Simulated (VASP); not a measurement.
# AlCo (Pm-3m) in VASP: further runs

The runs below take AlCo through single point, with LDA.

Everything below comes from runs of VASP 6.6.1. Logs are shortened: lines on timing, memory, paths and dates and some standing lists are left out, and cuts for length are marked.

## (1) The cell of the first run

It takes space group Pm-3m (No. 221, cubic). The conventional cell has a = 2.702 Å, b = 2.702 Å, c = 2.702 Å, α = 90.00°, β = 90.00°, γ = 90.00°. Within 3.1 Å of Al (site symmetry m-3m) lie 8 Co at 2.34 Å and 6 Al at 2.70 Å. Co (site symmetry m-3m) has 8 Al at 2.34 Å and 6 Co at 2.70 Å within 3.1 Å.

## (2) Single point, LDA, collinear spin, ferromagnetic start

The input, INCAR:

```
SYSTEM = AlCo
PREC = Accurate
ENCUT = 520
EDIFF = 1E-6
ISMEAR = -1
SIGMA = 0.1
LREAL = .FALSE.
LASPH = .TRUE.
NELM = 150
ALGO = Normal
ISIF = 2
LWAVE = .FALSE.
LCHARG = .TRUE.
ISPIN = 2
MAGMOM = 0 1.8
LORBIT = 11
LMAXMIX = 4
LELF = .TRUE.
LVHAR = .TRUE.
NBANDS = 17
```

The input, KPOINTS:

```
Automatic mesh
0
G
  10 10 10
  0 0 0
```

The input, POSCAR:

```
AlCo
1.0
    2.7017887039      0.0000000000      0.0000000000
    0.0000000000      2.7017887039      0.0000000000
    0.0000000000      0.0000000000      2.7017887039
Al Co
1 1
Direct
    0.0000000000      0.0000000000      0.0000000000
    0.5000000000      0.5000000000      0.5000000000
```

Potentials or basis: VASP PAW LDA potentials, release 64 (Al, Co).

On the command line:

```sh
cat potpaw_LDA.64/Al/POTCAR potpaw_LDA.64/Co/POTCAR > POTCAR
mpirun -np 1 vasp_std > vasp.out
```

OUTCAR:

```text
SYSTEM = AlCo
   PREC = Accurate
   ENCUT = 520
   EDIFF = 1E-6
   ISMEAR = -1
   LREAL = .FALSE.
   LASPH = .TRUE.
   NELM = 150
   ISIF = 2
   ISPIN = 2
   LORBIT = 11

 ion  position               nearest neighbor table
   1  0.000  0.000  0.000-   2 2.34   2 2.34   2 2.34   2 2.34   2 2.34   2 2.34   2 2.34   2 2.34

   2  0.500  0.500  0.500-   1 2.34   1 2.34   1 2.34   1 2.34   1 2.34   1 2.34   1 2.34   1 2.34

  LATTYP: Found a simple cubic cell.
 ALAT       =     2.7017887039

  Lattice vectors:

 A1 = (   2.7017887039,   0.0000000000,   0.0000000000)
 A2 = (   0.0000000000,   2.7017887039,   0.0000000000)
 A3 = (   0.0000000000,   0.0000000000,   2.7017887039)

Analysis of symmetry for initial positions (statically):
=====================================================================
 Subroutine PRICEL returns:
 Original cell was already a primitive cell.

 Routine SETGRP: Setting up the symmetry group for a
 simple cubic supercell.

 Subroutine GETGRP returns: Found 48 space group operations
 (whereof 48 operations were pure point group operations)
 out of a pool of 48 trial point group operations.

The static configuration has the point symmetry O_h .

Analysis of symmetry for dynamics (positions and initial velocities):
=====================================================================
 Subroutine PRICEL returns:
 Original cell was already a primitive cell.

 Routine SETGRP: Setting up the symmetry group for a
 simple cubic supercell.

 Subroutine GETGRP returns: Found 48 space group operations
 (whereof 48 operations were pure point group operations)
 out of a pool of 48 trial point group operations.

The dynamic configuration has the point symmetry O_h .

Analysis of structural, dynamic, and magnetic symmetry:
=====================================================================
 Subroutine PRICEL returns:
 Original cell was already a primitive cell.

 Routine SETGRP: Setting up the symmetry group for a
 simple cubic supercell.

 Subroutine GETGRP returns: Found 48 space group operations
 (whereof 48 operations were pure point group operations)
 out of a pool of 48 trial point group operations.

The overall configuration has the point symmetry O_h .

 Subroutine INISYM returns: Found 48 space group operations
 (whereof 48 operations are pure point group operations),
 and found     1 'primitive' translations

----------------------------------------------------------------------------------------

                                     Primitive cell

  volume of cell :      19.7221

  direct lattice vectors                    reciprocal lattice vectors
     2.701788704  0.000000000  0.000000000     0.370125169  0.000000000  0.000000000
     0.000000000  2.701788704  0.000000000     0.000000000  0.370125169  0.000000000
     0.000000000  0.000000000  2.701788704     0.000000000  0.000000000  0.370125169

  length of vectors
     2.701788704  2.701788704  2.701788704     0.370125169  0.370125169  0.370125169

  position of ions in fractional coordinates (direct lattice)
     0.000000000  0.000000000  0.000000000
     0.500000000  0.500000000  0.500000000

  ion indices of the primitive-cell ions
   primitive index   ion index
                 1           1
                 2           2

----------------------------------------------------------------------------------------

 KPOINTS: Automatic mesh

Automatic generation of k-mesh.
 Grid dimensions read from file:
 generate k-points for:   10   10   10

 Generating k-lattice:

  Cartesian coordinates                     Fractional coordinates (reciprocal lattice)
     0.037012517  0.000000000  0.000000000     0.100000000  0.000000000  0.000000000
     0.000000000  0.037012517  0.000000000     0.000000000  0.100000000  0.000000000
     0.000000000  0.000000000  0.037012517     0.000000000  0.000000000  0.100000000

  Length of vectors
     0.037012517  0.037012517  0.037012517

  Shift w.r.t. Gamma in fractional coordinates (k-lattice)
     0.000000000  0.000000000  0.000000000

 Subroutine IBZKPT returns following result:
 ===========================================

 Found     56 irreducible k-points:

 Following reciprocal coordinates:
            Coordinates               Weight
  0.000000  0.000000  0.000000      1.000000
  0.100000  0.000000  0.000000      6.000000
  0.200000  0.000000  0.000000      6.000000
  0.300000  0.000000  0.000000      6.000000
  0.400000  0.000000  0.000000      6.000000
  0.500000  0.000000  0.000000      3.000000
[... 16 lines left out ...]
  0.200000  0.100000  0.100000     24.000000
  0.300000  0.100000  0.100000     24.000000
 [... further k-points ...]
   k-points           NKPTS =     56   k-points in BZ     NKDIM =     56   number of bands    NBANDS=     17
   number of dos      NEDOS =    301   number of ions     NIONS =      2
   total plane-waves  NPLWV =   8000
   dimension x,y,z NGX =    20 NGY =   20 NGZ =   20
   dimension x,y,z NGXF=    40 NGYF=   40 NGZF=   40
   ions per type =               1   1
   NGX,Y,Z   is equivalent  to a cutoff of  12.31, 12.31, 12.31 a.u.
   NGXF,Y,Z  is equivalent  to a cutoff of  24.61, 24.61, 24.61 a.u.
 SYSTEM =  AlCo
   PREC   = accura    normal or accurate (medium, high low for compatibility)
   ISTART =      0    job   : 0-new  1-cont  2-samecut
   ICHARG =      2    charge: 1-file 2-atom 10-const
   ISPIN  =      2    spin polarized calculation?
   LNONCOLLINEAR =      F non collinear calculations
   LSORBIT =      F    spin-orbit coupling
   LASPH  =      T    aspherical Exc in radial PAW
   ENCUT  =  520.0 eV  38.22 Ry    6.18 a.u.   5.02  5.02  5.02*2*pi/ulx,y,z
   NELM   =    150;   NELMIN=  2; NELMDL= -5     # of ELM steps
   EDIFF  = 0.1E-05   stopping-criterion for ELM
   LREAL  =      F    real-space projection
   EDIFFG = 0.1E-04   stopping-criterion for IOM
   NSW    =      0    number of steps for IOM
   IBRION =     -1    ionic relax: 0-MD 1-quasi-New 2-CG
   NFREE  =      0    steps in history (QN), initial steepest desc. (CG)
   ISIF   =      2    stress and relaxation
   ISYM   =      2    0-nonsym 1-usesym 2-fastsym
   POTIM  = 0.5000    time-step for ionic-motion
   TEBEG  =    0.0;   TEEND  =   0.0 temperature during run
   PSTRESS=    0.0 pullay stress
   NELECT =      12.0000    total number of electrons
   NUPDOWN=      -1.0000    fix difference up-down
   EMIN   =  10.00;   EMAX   =-10.00  energy-range for DOS
   EFERMI =   0.00;   METHOD = LEGACY
   ISMEAR =    -1;   SIGMA  =   0.10  broadening in eV -4-tet -1-fermi 0-gaus
   EFERMI_NEDOS =   21; number of points for ismear=-14 and -15
   IALGO  =     38    algorithm
   IMIX   =      4    mixing-type and parameters
     AMIX     =   0.40;   BMIX     =  1.00
     AMIX_MAG =   1.60;   BMIX_MAG =  1.00
  volume/ion in A,a.u.               =       9.86        66.55
  Fermi-wavevector in a.u.,A,eV,Ry     =   1.387237  2.621497 26.183396  1.924425
  Thomas-Fermi vector in A             =   2.511477
   LORBIT       =     11    0 simple, 1 ext, 2 COOP (PROOUT), +10 PAW based schemes
   GGA     = CA    functional components
   LHFCALC =     F    Hartree Fock is set to
   AEXX    =    0.0000 exact exchange contribution
   IVDW    =     0    specifies the selected vdW correction
   LEPSILON=     F    determine dielectric tensor
   LRPA    =     F    only Hartree local field effects (RPA)
 spin polarized calculation
  energy-cutoff  :      520.00
  volume of cell :       19.72
 maximum number of plane-waves:       552
   NGX = 11   NGY = 11   NGZ = 11

 number of electron      11.9999996 magnetization      -0.0007008

 number of electron      11.9999996 magnetization       0.0002543

 Free energy of the ion-electron system (eV)
  ---------------------------------------------------
  ext. energy  EPLUGINS =         0.00000000
  ---------------------------------------------------
  free energy    TOTEN  =       -13.56204544 eV

  energy without entropy =      -13.54065395  energy(sigma->0) =      -13.55134970

 E-fermi :  12.5746     XC(G=0): -13.3178

 val. band max:       12.5391857943   @ k =   0.5000   0.4000   0.1000
 cond. band min:      12.7019758678   @ k =   0.5000   0.3000   0.0000
 fundamental gap:      0.1627900735
 Fermi energy:        12.5746047838

 spin component 1

 k-point     1 :       0.0000    0.0000    0.0000
  band No.  band energies     occupation
      1       0.4820      1.00000
      2       8.8154      1.00000
      3       8.8154      1.00000
      4      11.5909      0.99995
      5      11.5909      0.99995
      6      11.5909      0.99995
[... 9 lines left out ...]
     16      38.0668      0.00000
     17      38.0668      0.00000
[... 441 lines left out ...]
 k-point    24 :       0.3000    0.1000    0.1000
  band No.  band energies     occupation
      1       2.7247      1.00000
      2       8.3013      1.00000
      3       9.3265      1.00000
      4      10.6596      1.00000
      5      10.7871      1.00000
      6      11.4490      0.99999
[... 9 lines left out ...]
     16      36.2342      0.00000
     17      37.0534      0.00000

 [... further k-points ...]

 spin component 2

 k-point     1 :       0.0000    0.0000    0.0000
  band No.  band energies     occupation
      1       0.4819      1.00000
      2       8.8155      1.00000
      3       8.8155      1.00000
      4      11.5911      0.99995
      5      11.5911      0.99995
      6      11.5911      0.99995
[... 9 lines left out ...]
     16      38.0667      0.00000
     17      38.0667      0.00000
[... 441 lines left out ...]
 k-point    24 :       0.3000    0.1000    0.1000
  band No.  band energies     occupation
      1       2.7247      1.00000
      2       8.3013      1.00000
      3       9.3266      1.00000
      4      10.6597      1.00000
      5      10.7872      1.00000
      6      11.4492      0.99999
[... 9 lines left out ...]
     16      36.2342      0.00000
     17      37.0534      0.00000

 [... further k-points ...]

------------------------ aborting loop because EDIFF is reached ----------------------------------------

  FORCE on cell =-STRESS in cart. coord.  units (eV):
  Direction    XX          YY          ZZ          XY          YZ          ZX
  --------------------------------------------------------------------------------------
  -------------------------------------------------------------------------------------
  Total        3.2641497      3.2641497      3.2641497     -0.0000000      0.0000000     -0.0000000
  in kB      265.1712958    265.1712958    265.1712958     -0.0000000      0.0000000     -0.0000000
  external PRESSURE =     265.1712958 kB  Pullay stress =       0.0000000 kB

 VOLUME and BASIS-vectors are now :
 -----------------------------------------------------------------------------
  energy-cutoff  :      520.00
  volume of cell :       19.72
      direct lattice vectors                 reciprocal lattice vectors
     2.701788704  0.000000000  0.000000000     0.370125169  0.000000000  0.000000000
     0.000000000  2.701788704  0.000000000     0.000000000  0.370125169  0.000000000
     0.000000000  0.000000000  2.701788704     0.000000000  0.000000000  0.370125169

 POSITION                                       TOTAL-FORCE (eV/Angst)
 -----------------------------------------------------------------------------------
      0.00000      0.00000      0.00000         0.000000      0.000000      0.000000
      1.35089      1.35089      1.35089         0.000000      0.000000      0.000000
 -----------------------------------------------------------------------------------
    total drift:                               -0.000000      0.000000     -0.000000

  FREE ENERGIE OF THE ION-ELECTRON SYSTEM (eV)
  ---------------------------------------------------
  free  energy   TOTEN  =       -13.5620454412 eV

  energy  without entropy=      -13.5406539498  energy(sigma->0) =      -13.55134970

 total charge

# of ion       s       p       d       tot
------------------------------------------
    1        0.424   0.514   0.000   0.938
    2        0.504   0.650   7.666   8.821
--------------------------------------------------
tot          0.929   1.164   7.666   9.759

 magnetization (x)

# of ion       s       p       d       tot
------------------------------------------
    1       -0.000  -0.000   0.000  -0.000
    2       -0.000  -0.000   0.000   0.000
--------------------------------------------------
tot         -0.000  -0.000   0.000   0.000
```

It took 47 s on 1 thread of Intel Xeon 8259CL, shared host; peak memory 0.14 GiB.

What came out:

| Item | Value |
| --- | --- |
| Free energy | -13.5620 eV |
| Pressure | 26.5 GPa |
| Band gap on the k mesh | zero (filled and empty bands overlap) |
| Net moment | 0.00 μB per cell |
| Valence electrons inside the program's atomic spheres | Al 0.94; Co 8.82 |

Caveat: the starting moments collapsed, and a magnetic state may lie lower.

## (3) Single point, LDA, collinear spin, ferromagnetic start

This run uses another cell than the first one, of 10.31 Å³/atom, 1.045 times its volume.

The input, INCAR:

```
PREC = Accurate
ENCUT = 520
EDIFF = 1E-6
ISMEAR = -1
SIGMA = 0.1
LREAL = False
LASPH = True
NELM = 150
ALGO = Normal
ISIF = 2
LWAVE = False
LCHARG = False
ISPIN = 2
MAGMOM = 0 1.8
LORBIT = 11
LMAXMIX = 4
NBANDS = 17
```

The input, KPOINTS:

```
regular mesh
0
Gamma
  10 10 10
```

The input, POSCAR:

```
AlCo
1.0
    2.7421198544      0.0000000000      0.0000000000
    0.0000000000      2.7421198544      0.0000000000
    0.0000000000      0.0000000000      2.7421198544
Al Co
1 1
Direct
    0.0000000000      0.0000000000      0.0000000000
    0.5000000000      0.5000000000      0.5000000000
```

Potentials or basis: VASP PAW LDA potentials, release 64 (Al, Co).

On the command line:

```sh
cat potpaw_LDA.64/Al/POTCAR potpaw_LDA.64/Co/POTCAR > POTCAR
mpirun -np 1 vasp_std > vasp.out
```

Run time: 48 s. Hardware: 1 thread of Intel Xeon 8259CL, shared host; peak memory 0.14 GiB.

The run converged. Its results:

```
Free energy                                           : -13.6731 eV
Pressure                                              : 13.7 GPa
Band gap on the k mesh                                : zero (filled and empty bands overlap)
Net moment                                            : 0.00 μB per cell
Valence electrons inside the program's atomic spheres : Al 0.91; Co 8.71
```

Levels at points of the mesh, in eV from the Fermi level:
Spin up:
```csv
k point,band 4,band 5,band 6,band 7,band 8,band 9
"(0.00, 0.00, 0.00)",-0.91,-0.91,-0.91,6.60,6.60,6.60
"(0.50, 0.00, 0.00)",-1.93,-1.93,-0.77,0.26,8.66,11.30
"(0.50, 0.50, 0.00)",-2.80,-1.72,-1.72,-0.27,2.83,4.27
"(0.50, 0.50, 0.50)",-0.22,-0.22,2.48,2.48,2.48,5.20
```
Spin down:
| k point | band 2 | band 3 | band 4 | band 5 | band 6 | band 7 | band 8 | band 9 | band 10 | band 11 |
| --- | --- | --- | --- | --- | --- | --- | --- | --- | --- | --- |
| (0.00, 0.00, 0.00) | -3.51 | -3.51 | -0.91 | -0.91 | -0.91 | 6.60 | 6.60 | 6.60 | 9.35 | 9.35 |
| (0.50, 0.00, 0.00) | -7.07 | -2.81 | -1.93 | -1.93 | -0.77 | 0.26 | 8.66 | 11.30 | 11.30 | 12.95 |
| (0.50, 0.50, 0.00) | -3.52 | -2.80 | -2.80 | -1.72 | -1.72 | -0.27 | 2.83 | 4.27 | 14.04 | 16.96 |
| (0.50, 0.50, 0.50) | -4.44 | -4.44 | -0.22 | -0.22 | 2.48 | 2.48 | 2.48 | 5.20 | 6.11 | 6.11 |

Caveat: the starting moments collapsed, and a magnetic state may lie lower.
